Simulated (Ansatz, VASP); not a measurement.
## W2N: VASP beside Ansatz

File INCAR:

```
ALGO = Normal
EDIFF = 1E-6
ENCUT = 520
GGA = PS
ISIF = 2
ISMEAR = 0
LASPH = True
LCHARG = True
LELF = True
LREAL = False
LVHAR = True
LWAVE = False
NBANDS = 60
NELM = 80
PREC = Accurate
SIGMA = 0.15
```

Contents of KPOINTS:

```
k-points
0
Gamma
  18 18 4
```

File POSCAR:

```
W2N
1.0
    2.8725259163      0.0000000000      0.0000000000
   -1.4362629582      2.4876804166      0.0000000000
    0.0000000000      0.0000000000     17.0153918942
W N
6 3
Direct
    0.0000000000      0.0000000000      0.0759303586
    0.0000000000      0.0000000000      0.9240696414
    0.3333333333      0.6666666667      0.2625177094
    0.6666666667      0.3333333333      0.7374822906
    0.3333333333      0.6666666667      0.4176067748
    0.6666666667      0.3333333333      0.5823932252
    0.0000000000      0.0000000000      0.5000000000
    0.3333333333      0.6666666667      0.1506839328
    0.6666666667      0.3333333333      0.8493160672
```

Input for Ansatz:

```yaml
crystal:
  lattice:
    - [2.8725259163, 0.0, 0.0]
    - [-1.4362629582, 2.4876804166, 0.0]
    - [0.0, 0.0, 17.0153918942]
  atoms:
    - { symbol: W, position: [0.0, 0.0, 0.0759303586] }
    - { symbol: W, position: [0.0, 0.0, 0.9240696414] }
    - { symbol: W, position: [0.3333333333, 0.6666666667, 0.2625177094] }
    - { symbol: W, position: [0.6666666667, 0.3333333333, 0.7374822906] }
    - { symbol: W, position: [0.3333333333, 0.6666666667, 0.4176067748] }
    - { symbol: W, position: [0.6666666667, 0.3333333333, 0.5823932252] }
    - { symbol: "N", position: [0.0, 0.0, 0.5] }
    - { symbol: "N", position: [0.3333333333, 0.6666666667, 0.1506839328] }
    - { symbol: "N", position: [0.6666666667, 0.3333333333, 0.8493160672] }
basis:
  ecutwfc: 420
kpoints:
  mp_grid: { grid: [18, 18, 4] }
hamiltonian:
  xc: pbesol
scf:
  occupations: { method: gaussian, width: 0.15 }
output:
  forces: true
  stress: true
  eigenvalues: true
```

Change from the starting cell: strain +0.025 along x and y, -0.025 along z, atoms carried along.

Alike in both runs: task single point; functional PBEsol; k mesh 18 × 18 × 4; occupations gaussian, width 0.15 eV; no spin polarisation.

|  | VASP | Ansatz |
| --- | --- | --- |
| version | VASP 6.6.1 | Ansatz 0.2.0 |
| potentials or method | VASP PAW PBE potentials, release 64 (W_sv, N), cutoff 520 eV | scalar-relativistic, plane waves, PAW |
| valence electrons in the cell | 99 | 99 |

|  | VASP | Ansatz | Ansatz less VASP |
| --- | --- | --- | --- |
| gap on the k mesh at the Fermi level (eV) | none | none | - |
| pressure (GPa) | -3.4 | -4.4 | -1.03 |
| traceless stress, the component that is largest in VASP (GPa) | 12.30 | 11.83 | -0.462 |
| rms of the force components (eV/Å) | 0.419 | 0.419 | +0.0005 |

VASP's potentials were made for PBE, not for PBEsol. Atom by atom the forces differ by 0.039 eV/Å (rms over components). A gap of «none» marks a metal or a gap that the smearing closes.

Spin-orbit coupling is off throughout.
